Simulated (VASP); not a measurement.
# Li2O (Fm-3m) in VASP: notebook, part 2 of 2

VASP 6.6.1.

## 4. G0W0 quasiparticle levels, PBE

The input, POSCAR:

```
Li2O
1.0
    0.0000000000      2.2863690203      2.2863690203
    2.2863690203      0.0000000000      2.2863690203
    2.2863690203      2.2863690203      0.0000000000
Li O
2 1
Direct
    0.2500000000      0.2500000000      0.2500000000
    0.7500000000      0.7500000000      0.7500000000
    0.0000000000      0.0000000000      0.0000000000
```

The input, INCAR.step1:

```
SYSTEM = Li2O
ALGO = Normal ; EDIFF = 1E-8
ENCUT = 500 ; GGA = PE
ISMEAR = 0 ; LASPH = .True.
LCHARG = .False. ; LREAL = .False.
LWAVE = .True. ; NELM = 80
PREC = Accurate ; SIGMA = 0.01
```

The input, INCAR.step2:

```
SYSTEM = Li2O
ALGO = Exact ; EDIFF = 1E-8
ENCUT = 500 ; GGA = PE
ISMEAR = 0 ; ISTART = 1
LASPH = .True. ; LCHARG = .False.
LOPTICS = .True. ; LREAL = .False.
LWAVE = .True. ; NBANDS = 44
NELM = 1 ; PREC = Accurate
SIGMA = 0.01
```

The input, INCAR.step3:

```
SYSTEM = Li2O
ALGO = EVGW0 ; EDIFF = 1E-8
ENCUT = 500 ; ENCUTGW = 60.0
GGA = PE ; ISMEAR = 0
ISTART = 1 ; LASPH = .True.
LCHARG = .False. ; LREAL = .False.
LWAVE = .False. ; NBANDS = 44
NBANDSGW = 12 ; NELMGW = 1
NOMEGA = 48 ; PREC = Accurate
PRECFOCK = Fast ; SIGMA = 0.01
```

The input, KPOINTS:

```
k-points
0
Gamma
  4 4 4
  0 0 0
```

Potentials or basis: VASP PAW PBE potentials, release 64 (Li_GW, O_GW).

Run with:

```sh
$ cat potpaw_PBE.64/Li_GW/POTCAR potpaw_PBE.64/O_GW/POTCAR > POTCAR
$ cp INCAR.step1 INCAR
$ mpirun -np 1 vasp_std > vasp.out
$ cp INCAR.step2 INCAR
$ mpirun -np 1 vasp_std > vasp.out
$ cp INCAR.step3 INCAR
$ mpirun -np 1 vasp_std > vasp.out
```

OUTCAR:

```text
SYSTEM = Li2O
   EDIFF = 1E-8
   ENCUT = 500
   ENCUTGW = 60.0
   GGA = PE
   ISMEAR = 0
   ISTART = 1
   LASPH = .True.
   LREAL = .False.
   NELMGW = 1
   PREC = Accurate
   PRECFOCK = Fast

 ion  position               nearest neighbor table
   1  0.250  0.250  0.250-   3 1.98   3 1.98   3 1.98   3 1.98   2 2.29   2 2.29   2 2.29   2 2.29
                             2 2.29   2 2.29
   2  0.750  0.750  0.750-   3 1.98   3 1.98   3 1.98   3 1.98   1 2.29   1 2.29   1 2.29   1 2.29
                             1 2.29   1 2.29
   3  0.000  0.000  0.000-   2 1.98   2 1.98   2 1.98   1 1.98   1 1.98   1 1.98   2 1.98   1 1.98

  LATTYP: Found a face centered cubic cell.
 ALAT       =     4.5727380406

  Lattice vectors:

 A1 = (   0.0000000000,   2.2863690203,   2.2863690203)
 A2 = (   2.2863690203,   0.0000000000,   2.2863690203)
 A3 = (   2.2863690203,   2.2863690203,   0.0000000000)

[... 155 lines left out ...]
   NELMHF              =     1    number of iterations in the inner HF iteration
   NKREDLFX            =     1    NKREDLFY  =   1   NKREDLFZ  =   1
 non-spin polarized calculation
 Gauss-broadening in eV      SIGMA  =   0.01
  energy-cutoff  :      500.00
  volume of cell :       23.90
 maximum number of plane-waves:       620
  NGX = 14; NGY = 14; NGZ = 14
   NGX = 11   NGY = 11   NGZ = 11
 maximum number of plane-waves:        28
 NGX is ok and might be reduce to    10

 QP shifts <psi_nk| G(iteration)W_0 |psi_nk>: iteration 1
 for sc-GW calculations column KS-energies equals QP-energies in previous step
 and V_xc(KS)=  KS-energies - (<T + V_ion + V_H > + <T+V_H+V_ion>^1  + <V_x>^1)

 k-point   1 :       0.0000    0.0000    0.0000
  band No.  KS-energies  QP-energies   sigma(KS)   V_xc(KS)     V^pw_x(r,r')   Z            occupation Imag(sigma)

      1     -17.7512     -20.3331     -22.5211     -18.9983     -30.5865       0.7329       2.0000       1.2004
      2      -2.2009      -3.3873     -20.5775     -19.0480     -24.6979       0.7757       2.0000       0.1528
      3      -2.2009      -3.3873     -20.5775     -19.0480     -24.6979       0.7757       2.0000       0.1528
      4      -2.2009      -3.3873     -20.5775     -19.0480     -24.6979       0.7757       2.0000       0.1528
      5       3.3040       4.2156      -8.2904      -9.3941      -4.8011       0.8260       0.0000      -0.1122
      6       9.9299      11.4882      -6.3325      -8.2069      -2.5442       0.8314       0.0000      -0.1235
      7       9.9299      11.4882      -6.3325      -8.2069      -2.5442       0.8314       0.0000      -0.1235
      8       9.9299      11.4882      -6.3325      -8.2069      -2.5442       0.8314       0.0000      -0.1235
      9      17.1744      18.1128      -6.1045      -7.3003      -1.2409       0.7847       0.0000      -0.6552
     10      17.1744      18.1128      -6.1045      -7.3003      -1.2409       0.7847       0.0000      -0.6552
     11      17.1744      18.1128      -6.1045      -7.3003      -1.2409       0.7847       0.0000      -0.6552
     12      19.4814      20.9482      -7.1751      -8.9059      -2.8556       0.8474       0.0000      -0.6295
[... 100 lines left out ...]
      1     -17.4225     -19.9418     -22.9348     -19.5751     -31.0383       0.7498       2.0000       1.1412
      2      -4.0923      -5.5706     -17.5527     -15.6223     -21.4247       0.7658       2.0000       0.1839
      3      -3.7291      -5.2396     -18.7583     -16.7736     -22.8749       0.7611       2.0000       0.1821
      4      -3.7291      -5.2396     -18.7583     -16.7736     -22.8749       0.7611       2.0000       0.1821
      5       5.0875       6.2840      -9.3619     -10.8367      -6.2189       0.8113       0.0000      -0.1169
      6       8.4725       9.8974      -7.3988      -9.1496      -3.3568       0.8139       0.0000      -0.1565
      7      12.2694      14.0886      -9.9722     -12.2833      -5.5782       0.7872       0.0000      -0.3133
      8      12.2694      14.0886      -9.9722     -12.2833      -5.5782       0.7872       0.0000      -0.3133
      9      16.3079      17.7655      -6.6170      -8.4309      -2.2460       0.8035       0.0000      -0.2964
     10      16.3079      17.7655      -6.6170      -8.4309      -2.2460       0.8035       0.0000      -0.2964
     11      21.4216      23.4001      -7.7444     -10.1228      -2.8800       0.8319       0.0000      -0.8451
     12      22.6394      24.8780      -6.6367      -9.3442      -2.2366       0.8268       0.0000      -0.4579
```

OUTCAR.step1:

```text
SYSTEM = Li2O
   EDIFF = 1E-8
   ENCUT = 500
   GGA = PE
   ISMEAR = 0
   LASPH = .True.
   LREAL = .False.
   NELM = 80
[... 293 lines left out ...]
      1.14318      1.14318      1.14318         0.000000      0.000000      0.000000
      3.42955      3.42955      3.42955        -0.000000     -0.000000     -0.000000
      0.00000      0.00000      0.00000         0.000000     -0.000000      0.000000
 -----------------------------------------------------------------------------------
    total drift:                                0.000000     -0.000000     -0.000000

  FREE ENERGIE OF THE ION-ELECTRON SYSTEM (eV)
  ---------------------------------------------------
  free  energy   TOTEN  =       -14.3000139212 eV

  energy  without entropy=      -14.3000139212  energy(sigma->0) =      -14.30001392
```

OUTCAR.step2:

```text
SYSTEM = Li2O
   EDIFF = 1E-8
   ENCUT = 500
   GGA = PE
[... 695 lines left out ...]
  --------------------------------------------------------------------------------------------------------------
     0.00000     2.99188     2.99188     2.99188     0.00000     0.00000     0.00000
     1.11292     3.02210     3.02210     3.02210     0.00000     0.00000     0.00000
     2.22583     3.12252     3.12252     3.12252     0.00000     0.00000     0.00000
     3.33875     3.32910     3.32910     3.32910     0.00000     0.00000     0.00000
     4.45167     3.77148     3.77148     3.77148     0.00000     0.00000     0.00000
     5.56458     3.73033     3.73033     3.73033     0.00000     0.00000     0.00000
[... 92 lines left out ...]
   109.06581     0.96303     0.96303     0.96303    -0.00000    -0.00000    -0.00000
   110.17873     0.96389     0.96389     0.96389    -0.00000    -0.00000    -0.00000
```

It took 55 s on 1 thread of Intel Xeon 8259CL, shared host; peak memory 0.2 GiB.

What came out:

```yaml
Band_gap_on_the_k_mesh_mean-field_level: 5.04 eV, indirect (least direct gap 5.50 eV)
Quasiparticle_gap: 7.09 eV
Least_direct_quasiparticle_gap: 7.60 eV
```

Levels at points of the mesh, in eV from the valence-band top:
```
           k point  band 1  band 2  band 3  band 4  band 5  band 6  band 7  band 8
(0.00, 0.00, 0.00)  -15.55    0.00    0.00    0.00    5.50   12.13   12.13   12.13
(0.50, 0.00, 0.00)  -15.29   -2.85   -0.46   -0.46    9.43   10.12   12.24   12.24
(0.50, 0.50, 0.00)  -15.24   -1.63   -1.43   -1.43    5.04   13.85   13.85   15.13
```

Caveat: the k points lie up to 0.59 Å⁻¹ apart; bands, screening cutoff and mesh are small and nothing is extrapolated, so the quasiparticle values aren't converged.
